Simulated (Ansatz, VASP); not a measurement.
One calculation of Lu, two programs

Contents of INCAR:

```
SYSTEM = Lu
PREC = Accurate
ENCUT = 520
EDIFF = 1E-6
ISMEAR = -1
SIGMA = 0.05
LREAL = .FALSE.
LASPH = .TRUE.
NELM = 80
ALGO = Normal
ISIF = 2
LWAVE = .FALSE.
LCHARG = .FALSE.
GGA = PE
NBANDS = 18
```

File KPOINTS:

```
regular mesh
0
G
  15 15 15
  0 0 0
```

File POSCAR:

```
Lu
1.0
    0.0000000000      2.4205408283      2.4205408283
    2.4205408283      0.0000000000      2.4205408283
    2.4205408283      2.4205408283      0.0000000000
Lu
1
Direct
    0.0000000000      0.0000000000      0.0000000000
```

Input for Ansatz:

```yaml
crystal:
  lattice:
    - [0.0, 2.4205408283, 2.4205408283]
    - [2.4205408283, 0.0, 2.4205408283]
    - [2.4205408283, 2.4205408283, 0.0]
  atoms:
    - { symbol: Lu, position: [0.0, 0.0, 0.0] }
kpoints:
  mp_grid: { grid: [15, 15, 15] }
scf:
  occupations: { method: fermi_dirac, width: 0.05 }
hamiltonian:
  xc: pbe
  pseudopotentials: { kind: all_electron, lapw: { basis_error: 0.00025 } }
output:
  forces: true
  stress: true
  eigenvalues: true
```

Change from the starting cell: volume scaled by 0.98.

Alike in both runs: task single point; functional PBE; k mesh 15 × 15 × 15; occupations fermi-dirac, width 0.05 eV; no spin polarisation.

|  | VASP | Ansatz |
| --- | --- | --- |
| version | VASP 6.6.1 | Ansatz 0.2.0 |
| potentials or method | VASP PAW PBE potentials, release 64 (Lu), cutoff 520 eV | all-electron LAPW, scalar-relativistic |

|  | VASP | Ansatz | Ansatz less VASP |
| --- | --- | --- | --- |
| pressure (GPa) | 1.1 | 0.9 | -0.17 |

Ansatz ran all-electron here, and VASP with PAW potentials.

Spin-orbit coupling is off throughout.
